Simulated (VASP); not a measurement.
# Ge (P6_3/mmc) in VASP: further runs

The runs below take Ge through single point, with PBE.

All numbers are computed with VASP 6.6.1; they aren't measurements. Logs are shortened: lines on timing, memory, paths and dates and some standing lists are left out, and cuts for length are marked.

## Step 1: The cell of the first run

It takes space group P6_3/mmc (No. 194, hexagonal). The conventional cell has a = 3.997 Å, b = 3.997 Å, c = 6.592 Å, α = 90.00°, β = 90.00°, γ = 120.00°. Within 3.2 Å of Ge (site symmetry 3m) lie 4 Ge at 2.45 to 2.47 Å.

## Step 2: Single point, PBE (equal strain along all axes, cell held: -1.5 %, then relaxed in part)

Input file INCAR:

```
SYSTEM = Ge
PREC = Accurate
ENCUT = 520
EDIFF = 1E-6
ISMEAR = 0
SIGMA = 0.1
LREAL = .False.
LASPH = .True.
NELM = 100
ALGO = Normal
ISIF = 2
LWAVE = .False.
LCHARG = .False.
GGA = PE
NBANDS = 36
```

Input file KPOINTS:

```
regular mesh
0
Gamma
  15 15 8
  0 0 0
```

Input file POSCAR:

```
Ge
1.0
    3.9972843576      0.0000000000      0.0000000000
   -1.9986421788      3.4617497998      0.0000000000
    0.0000000000      0.0000000000      6.5921402682
Ge
4
Direct
    0.6666666667      0.3333333333      0.0628787780
    0.3333333333      0.6666666667      0.5628787780
    0.6666666667      0.3333333333      0.4371212220
    0.3333333333      0.6666666667      0.9371212220
```

Potentials or basis: VASP PAW PBE potentials, release 64 (Ge_d).

Command:

```sh
cat potpaw_PBE.64/Ge_d/POTCAR > POTCAR
mpirun -np 1 vasp_std > vasp.out
```

OUTCAR:

```text
SYSTEM = Ge
   PREC = Accurate
   ENCUT = 520
   EDIFF = 1E-6
   ISMEAR = 0
   LREAL = .False.
   LASPH = .True.
   NELM = 100
   ISIF = 2
   GGA = PE

 ion  position               nearest neighbor table
   1  0.667  0.333  0.063-   4 2.45   4 2.45   4 2.45   3 2.47
   2  0.333  0.667  0.563-   3 2.45   3 2.45   3 2.45   4 2.47
   3  0.667  0.333  0.437-   2 2.45   2 2.45   2 2.45   1 2.47
   4  0.333  0.667  0.937-   1 2.45   1 2.45   1 2.45   2 2.47

  LATTYP: Found a hexagonal cell.
 ALAT       =     3.9972843576
 C/A-ratio  =     1.6491546957

  Lattice vectors:

 A1 = (   3.9972843576,   0.0000000000,   0.0000000000)
 A2 = (  -1.9986421788,   3.4617497998,   0.0000000000)
 A3 = (   0.0000000000,   0.0000000000,   6.5921402682)

Analysis of symmetry for initial positions (statically):
=====================================================================
 Subroutine PRICEL returns:
 Original cell was already a primitive cell.

 Routine SETGRP: Setting up the symmetry group for a
 hexagonal supercell.

 Subroutine GETGRP returns: Found 24 space group operations
 (whereof 12 operations were pure point group operations)
 out of a pool of 24 trial point group operations.

The static configuration has the point symmetry D_3d.
 The point group associated with its full space group is D_6h.

Analysis of symmetry for dynamics (positions and initial velocities):
=====================================================================
 Subroutine PRICEL returns:
 Original cell was already a primitive cell.

 Routine SETGRP: Setting up the symmetry group for a
 hexagonal supercell.

 Subroutine GETGRP returns: Found 24 space group operations
 (whereof 12 operations were pure point group operations)
 out of a pool of 24 trial point group operations.

The dynamic configuration has the point symmetry D_3d.
 The point group associated with its full space group is D_6h.

 Subroutine INISYM returns: Found 24 space group operations
 (whereof 12 operations are pure point group operations),
 and found     1 'primitive' translations

----------------------------------------------------------------------------------------

                                     Primitive cell

  volume of cell :      91.2194

  direct lattice vectors                    reciprocal lattice vectors
     3.997284358  0.000000000  0.000000000     0.250169843  0.144435626  0.000000000
    -1.998642179  3.461749800  0.000000000     0.000000000  0.288871252  0.000000000
     0.000000000  0.000000000  6.592140268     0.000000000  0.000000000  0.151695801

  length of vectors
     3.997284358  3.997284358  6.592140268     0.288871252  0.288871252  0.151695801

  position of ions in fractional coordinates (direct lattice)
     0.666666667  0.333333333  0.062878778
     0.333333333  0.666666667  0.562878778
     0.666666667  0.333333333  0.437121222
     0.333333333  0.666666667  0.937121222

  ion indices of the primitive-cell ions
   primitive index   ion index
                 1           1
                 2           2
                 3           3
                 4           4

----------------------------------------------------------------------------------------

 KPOINTS: regular mesh

Automatic generation of k-mesh.
 Grid dimensions read from file:
 generate k-points for:   15   15    8

 Generating k-lattice:

  Cartesian coordinates                     Fractional coordinates (reciprocal lattice)
     0.016677990  0.009629042  0.000000000     0.066666667 -0.000000000  0.000000000
     0.000000000  0.019258083  0.000000000     0.000000000  0.066666667  0.000000000
     0.000000000  0.000000000  0.018961975     0.000000000  0.000000000  0.125000000

  Length of vectors
     0.019258083  0.019258083  0.018961975

  Shift w.r.t. Gamma in fractional coordinates (k-lattice)
     0.000000000  0.000000000  0.000000000

 Subroutine IBZKPT returns following result:
 ===========================================

 Found    135 irreducible k-points:

 Following reciprocal coordinates:
            Coordinates               Weight
  0.000000  0.000000  0.000000      1.000000
  0.066667  0.000000  0.000000      6.000000
  0.133333  0.000000  0.000000      6.000000
  0.200000  0.000000  0.000000      6.000000
  0.266667  0.000000  0.000000      6.000000
  0.333333  0.000000  0.000000      6.000000
[... 16 lines left out ...]
  0.333333  0.200000  0.000000     12.000000
  0.400000  0.200000  0.000000      6.000000
 [... further k-points ...]
   k-points           NKPTS =    135   k-points in BZ     NKDIM =    135   number of bands    NBANDS=     36
   number of dos      NEDOS =    301   number of ions     NIONS =      4
   total plane-waves  NPLWV =  45000
   dimension x,y,z NGX =    30 NGY =   30 NGZ =   50
   dimension x,y,z NGXF=    60 NGYF=   60 NGZF=  100
   ions per type =               4
   NGX,Y,Z   is equivalent  to a cutoff of  12.48, 12.48, 12.61 a.u.
   NGXF,Y,Z  is equivalent  to a cutoff of  24.95, 24.95, 25.22 a.u.
 SYSTEM =  Ge
   PREC   = accura    normal or accurate (medium, high low for compatibility)
   ISTART =      0    job   : 0-new  1-cont  2-samecut
   ICHARG =      2    charge: 1-file 2-atom 10-const
   ISPIN  =      1    spin polarized calculation?
   LNONCOLLINEAR =      F non collinear calculations
   LSORBIT =      F    spin-orbit coupling
   LASPH  =      T    aspherical Exc in radial PAW
   ENCUT  =  520.0 eV  38.22 Ry    6.18 a.u.   7.43  7.43 12.26*2*pi/ulx,y,z
   NELM   =    100;   NELMIN=  2; NELMDL= -5     # of ELM steps
   EDIFF  = 0.1E-05   stopping-criterion for ELM
   LREAL  =      F    real-space projection
[... 7 lines left out ...]
   TEBEG  =    0.0;   TEEND  =   0.0 temperature during run
   PSTRESS=    0.0 pullay stress
   NELECT =      56.0000    total number of electrons
   NUPDOWN=      -1.0000    fix difference up-down
   EMIN   =  10.00;   EMAX   =-10.00  energy-range for DOS
   EFERMI =   0.00;   METHOD = LEGACY
   ISMEAR =     0;   SIGMA  =   0.10  broadening in eV -4-tet -1-fermi 0-gaus
   EFERMI_NEDOS =   21; number of points for ismear=-14 and -15
   IALGO  =     38    algorithm
   IMIX   =      4    mixing-type and parameters
     AMIX     =   0.40;   BMIX     =  1.00
     AMIX_MAG =   1.60;   BMIX_MAG =  1.00
  volume/ion in A,a.u.               =      22.80       153.89
  Fermi-wavevector in a.u.,A,eV,Ry     =   1.391367  2.629303 26.339558  1.935903
  Thomas-Fermi vector in A             =   2.515213
   LORBIT       =      0    0 simple, 1 ext, 2 COOP (PROOUT), +10 PAW based schemes
   GGA     = PE    functional components
   LHFCALC =     F    Hartree Fock is set to
   AEXX    =    0.0000 exact exchange contribution
   IVDW    =     0    specifies the selected vdW correction
   LEPSILON=     F    determine dielectric tensor
   LRPA    =     F    only Hartree local field effects (RPA)
 non-spin polarized calculation
 Gauss-broadening in eV      SIGMA  =   0.10
  energy-cutoff  :      520.00
  volume of cell :       91.22
 maximum number of plane-waves:      2491
 NGX is ok and might be reduce to    30
   NGX = 15   NGY = 15   NGZ = 25

 number of electron      56.0000053 magnetization

 Free energy of the ion-electron system (eV)
  ---------------------------------------------------
  ext. energy  EPLUGINS =         0.00000000
  ---------------------------------------------------
  free energy    TOTEN  =       -17.96549622 eV

  energy without entropy =      -17.96507482  energy(sigma->0) =      -17.96528552

 E-fermi :   5.0387     XC(G=0):  -9.8857

 val. band max:        4.9880691904   @ k =   0.0000   0.0000   0.1250
 cond. band min:       5.0924596854   @ k =   0.0000   0.0000   0.0000
 fundamental gap:      0.1043904950
 Fermi energy:         5.0386512117

 k-point     1 :       0.0000    0.0000    0.0000
  band No.  band energies     occupation
      1     -19.9217      2.00000
      2     -19.9217      2.00000
      3     -19.8846      2.00000
      4     -19.8833      2.00000
      5     -19.8833      2.00000
      6     -19.8713      2.00000
[... 28 lines left out ...]
     35       9.5321      0.00000
     36      11.1248      0.00000

 k-point     2 :       0.0667    0.0000    0.0000
  band No.  band energies     occupation
      1     -19.9250      2.00000
      2     -19.9227      2.00000
      3     -19.8878      2.00000
      4     -19.8850      2.00000
      5     -19.8834      2.00000
      6     -19.8672      2.00000
[... 28 lines left out ...]
     35       9.7335      0.00000
     36      11.4146      0.00000

 k-point     3 :       0.1333    0.0000    0.0000
  band No.  band energies     occupation
      1     -19.9316      2.00000
      2     -19.9250      2.00000
      3     -19.8943      2.00000
      4     -19.8891      2.00000
      5     -19.8831      2.00000
      6     -19.8597      2.00000
[... 28 lines left out ...]
     35      10.2809      0.00000
     36      11.0667      0.00000

 k-point     4 :       0.2000    0.0000    0.0000
  band No.  band energies     occupation
      1     -19.9374      2.00000
      2     -19.9275      2.00000
      3     -19.9015      2.00000
      4     -19.8939      2.00000
      5     -19.8814      2.00000
      6     -19.8531      2.00000
[... 28 lines left out ...]
     35      10.5778      0.00000
     36      11.0649      0.00000

 k-point     5 :       0.2667    0.0000    0.0000
  band No.  band energies     occupation
      1     -19.9408      2.00000
      2     -19.9294      2.00000
      3     -19.9088      2.00000
      4     -19.8982      2.00000
      5     -19.8777      2.00000
      6     -19.8479      2.00000
[... 655 lines left out ...]
 k-point    22 :       0.2667    0.2000    0.0000
  band No.  band energies     occupation
      1     -19.9418      2.00000
      2     -19.9389      2.00000
      3     -19.9220      2.00000
      4     -19.9168      2.00000
      5     -19.8456      2.00000
      6     -19.8258      2.00000
[... 28 lines left out ...]
     35      10.9031      0.00000
     36      11.9715      0.00000

 k-point    23 :       0.3333    0.2000    0.0000
  band No.  band energies     occupation
      1     -19.9429      2.00000
      2     -19.9372      2.00000
      3     -19.9276      2.00000
      4     -19.9201      2.00000
      5     -19.8337      2.00000
      6     -19.8144      2.00000
[... 28 lines left out ...]
     35      11.5769      0.00000
     36      12.4903      0.00000

 k-point    24 :       0.4000    0.2000    0.0000
  band No.  band energies     occupation
      1     -19.9432      2.00000
      2     -19.9358      2.00000
      3     -19.9306      2.00000
      4     -19.9212      2.00000
      5     -19.8278      2.00000
      6     -19.8056      2.00000
[... 28 lines left out ...]
     35      12.3099      0.00000
     36      12.5729      0.00000

 [... further k-points ...]

------------------------ aborting loop because EDIFF is reached ----------------------------------------

  FORCE on cell =-STRESS in cart. coord.  units (eV):
  Direction    XX          YY          ZZ          XY          YZ          ZX
  --------------------------------------------------------------------------------------
  -------------------------------------------------------------------------------------
  Total        1.6210112      1.6210112      1.7055911      0.0000000      0.0000000      0.0000000
  in kB       28.4714407     28.4714407     29.9570017      0.0000000      0.0000000      0.0000000
  external PRESSURE =      28.9666277 kB  Pullay stress =       0.0000000 kB

 VOLUME and BASIS-vectors are now :
 -----------------------------------------------------------------------------
  energy-cutoff  :      520.00
  volume of cell :       91.22
      direct lattice vectors                 reciprocal lattice vectors
     3.997284358  0.000000000  0.000000000     0.250169843  0.144435626  0.000000000
    -1.998642179  3.461749800  0.000000000     0.000000000  0.288871252  0.000000000
     0.000000000  0.000000000  6.592140268     0.000000000  0.000000000  0.151695801

 POSITION                                       TOTAL-FORCE (eV/Angst)
 -----------------------------------------------------------------------------------
      1.99864      1.15392      0.41451         0.000000     -0.000000     -0.000320
     -0.00000      2.30783      3.71058        -0.000000     -0.000000     -0.000320
      1.99864      1.15392      2.88156         0.000000      0.000000      0.000320
     -0.00000      2.30783      6.17763        -0.000000     -0.000000      0.000320
 -----------------------------------------------------------------------------------
    total drift:                               -0.000000      0.000000     -0.000000

  FREE ENERGIE OF THE ION-ELECTRON SYSTEM (eV)
  ---------------------------------------------------
  free  energy   TOTEN  =       -17.9654962244 eV

  energy  without entropy=      -17.9650748171  energy(sigma->0) =      -17.96528552
```

Run time: 2.7 min. Hardware: 1 thread of Intel Xeon 6975P-C (Granite Rapids), shared host; peak memory 0.42 GiB.

Results:

| Item | Value |
| --- | --- |
| Free energy | -17.9655 eV |
| Pressure | 2.9 GPa |
| Band gap on the k mesh | zero (filled and empty bands touch) |

Stress tensor (GPa, compression positive):
```
2.85 0.00 0.00
0.00 2.85 0.00
0.00 0.00 3.00
```

Levels at points of the mesh, in eV from the Fermi level:
```tsv
k point	band 24	band 25	band 26	band 27	band 28	band 29	band 30	band 31	band 32	band 33
(0.00, 0.00, 0.00)	-1.55	-1.55	-0.22	-0.15	-0.05	0.05	0.05	2.20	2.20	2.70
(0.00, 0.00, 0.50)	-4.87	-0.92	-0.92	-0.92	-0.92	0.63	0.63	3.31	3.31	3.31
```

Caveat: the cell differs from its parent crystal (equal strain along all axes, cell held: -1.5 %, then relaxed in part).

## Step 3: Single point, PBE

This run uses another cell than the first one, of 23.86 Å³/atom, 1.046 times its volume.

Input file INCAR:

```
SYSTEM = Ge
ALGO = Normal
EDIFF = 1E-7
ENCUT = 520
GGA = PE
ISIF = 2
ISMEAR = 0
LASPH = .True.
LCHARG = .True.
LELF = .True.
LREAL = .False.
LVHAR = .True.
LWAVE = .False.
NBANDS = 36
NELM = 100
PREC = Accurate
SIGMA = 0.1
```

Input file KPOINTS:

```
k-points
0
Gamma
  15 15 8
  0 0 0
```

Input file POSCAR:

```
Ge
1.0
    4.0581567082      0.0000000000      0.0000000000
   -2.0290783541      3.5144668018      0.0000000000
    0.0000000000      0.0000000000      6.6925281911
Ge
4
Direct
    0.6666666667      0.3333333333      0.0627911807
    0.3333333333      0.6666666667      0.5627911807
    0.6666666667      0.3333333333      0.4372088193
    0.3333333333      0.6666666667      0.9372088193
```

Potentials or basis: VASP PAW PBE potentials, release 64 (Ge_d).

Command:

```sh
cat potpaw_PBE.64/Ge_d/POTCAR > POTCAR
mpirun -np 1 vasp_std > vasp.out
```

It took 3.1 min on 1 thread of Intel Xeon 6975P-C (Granite Rapids), shared host; peak memory 0.42 GiB.

The run converged. Its results:

```yaml
Free_energy: -18.0030 eV
Pressure: -0.1 GPa
Band_gap_on_the_k_mesh: zero (band 28 reaches 4.55 eV, above the bottom of band 29 at 4.54 eV)
```

Levels at points of the mesh, in eV from the Fermi level:
```csv
k point,band 26,band 27,band 28,band 29,band 30,band 31
"(0.00, 0.00, 0.00)",-0.44,-0.23,-0.18,0.07,0.07,2.23
"(0.00, 0.00, 0.50)",-0.85,-0.85,-0.85,0.51,0.51,3.29
```

## Step 4: Single point, PBE (equal strain along all axes, cell held: +1.5 %, then relaxed in part)

Input file INCAR:

```
PREC     = Accurate       # precision mode
ENCUT    = 520            # plane-wave cutoff, eV
EDIFF    = 1E-7           # SCF threshold, eV
ISMEAR   = 0              # smearing method
SIGMA    = 0.1            # smearing width, eV
LREAL    = False          # projectors in reciprocal space
LASPH    = True           # aspherical terms in the spheres
NELM     = 80             # most SCF steps
ALGO     = Normal         # electronic algorithm
ISIF     = 2              # what is computed and relaxed
LWAVE    = False          # write WAVECAR
LCHARG   = False          # write CHGCAR
GGA      = PE             # functional
NBANDS   = 36             # bands
```

Input file KPOINTS:

```
regular mesh
0
Gamma
  15 15 8
```

Input file POSCAR:

```
Ge
1.0
    4.1190290588      0.0000000000      0.0000000000
   -2.0595145294      3.5671838038      0.0000000000
    0.0000000000      0.0000000000      6.7929161140
Ge
4
Direct
    0.6666666667      0.3333333333      0.0626436466
    0.3333333333      0.6666666667      0.5626436466
    0.6666666667      0.3333333333      0.4373563534
    0.3333333333      0.6666666667      0.9373563534
```

Command:

```sh
cat potpaw_PBE.64/Ge_d/POTCAR > POTCAR
mpirun -np 1 vasp_std > vasp.out
```

Wall time 3.2 min (1 thread of Intel Xeon 6975P-C (Granite Rapids), shared host); peak memory 0.45 GiB.

Results (log left out):

```yaml
Free_energy: -17.9690 eV
Pressure: -2.4 GPa
Band_gap_on_the_k_mesh: zero (band 28 reaches 4.14 eV, above the bottom of band 29 at 4.02 eV)
```

Forces on the atoms (eV/Å):
```
Ge   0.000  0.000  0.002
Ge   0.000  0.000  0.002
Ge   0.000  0.000 -0.002
Ge   0.000  0.000 -0.002
```

Levels at points of the mesh, in eV from the Fermi level:
```tsv
k point	band 26	band 27	band 28	band 29	band 30	band 31
(0.00, 0.00, 0.00)	-0.81	-0.33	-0.14	0.07	0.07	2.24
(0.00, 0.00, 0.50)	-0.80	-0.80	-0.80	0.39	0.39	3.27
```

Caveat: the cell differs from its parent crystal (equal strain along all axes, cell held: +1.5 %, then relaxed in part).

(Continued in part 2 of 2.)
